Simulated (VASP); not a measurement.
## Cd: relaxation of cell and atoms with PBE

The system is Cd.

```xyz
1
Lattice="2.8700 0.0000 0.0000 0.0000 2.8700 0.0000 0.0000 0.0000 2.8700" Properties=species:S:1:pos:R:3 pbc="T T T"
Cd    0.0000    0.0000    0.0000
```

```yaml
Program: VASP 6.6.1
Task: relaxation of cell and atoms
Functional: PBE
Potentials_or_basis: VASP PAW PBE potentials, release 64 (Cd)
Cutoff: 600 eV
k_mesh: 7 × 7 × 7
Occupations: gaussian, width 0.1 eV
Spin: no spin polarisation
Dipole_correction: no
Further_INCAR_settings: ALGO = Normal; EDIFF = 1e-06; IBRION = 2; EDIFFG = -0.01; NSW = 80; ISIF = 3
```

The relaxed volume is 27.40 Å³/atom. The relaxed cell is a = 3.015 Å, b = 3.015 Å, c = 3.015 Å, α = 90.00°, β = 90.00°, γ = 90.00°, the space group after relaxing (to 0.05 Å) is Pm-3m (No. 221) and the energy gained by relaxing is 62.0 meV/atom. The ionic steps are 4 and the pressure after relaxing is 0.0 GPa. The band gap on the k mesh is zero (band 6 reaches 3.72 eV, above the bottom of band 7 at 0.55 eV).

Step by step:
```
step  energy change (eV)  largest force (eV/Å)  pressure (GPa)  volume (Å³)
   1              0.0000                0.0000            6.23        23.64
   2             -0.0612                0.0000            0.51        26.93
   3             -0.0620                0.0000           -0.07        27.48
   4             -0.0620                0.0000            0.02        27.40
```

Final structure:
```cif
data_structure
_symmetry_space_group_name_H-M 'P 1'
_symmetry_Int_Tables_number 1
_cell_length_a 3.0147
_cell_length_b 3.0147
_cell_length_c 3.0147
_cell_angle_alpha 90.000
_cell_angle_beta 90.000
_cell_angle_gamma 90.000
_cell_volume 27.40
loop_
_atom_site_label
_atom_site_type_symbol
_atom_site_fract_x
_atom_site_fract_y
_atom_site_fract_z
_atom_site_occupancy
Cd1 Cd 0.00000 0.00000 0.00000 1
```

Levels at points of the mesh, in eV from the Fermi level:
```csv
k point,band 4,band 5,band 6,band 7,band 8,band 9
"(0.00, 0.00, 0.00)",-8.01,-8.01,-7.17,9.75,9.75,9.75
```

Run time: 8.4 s on 1 thread of Intel(R) Xeon(R) Platinum 8375C CPU @ 2.90GHz (Ice Lake) (shared host), peak memory 0.14 GiB.

Caveat: the volume moved by over 15 % at a fixed basis, so the end points are rough.
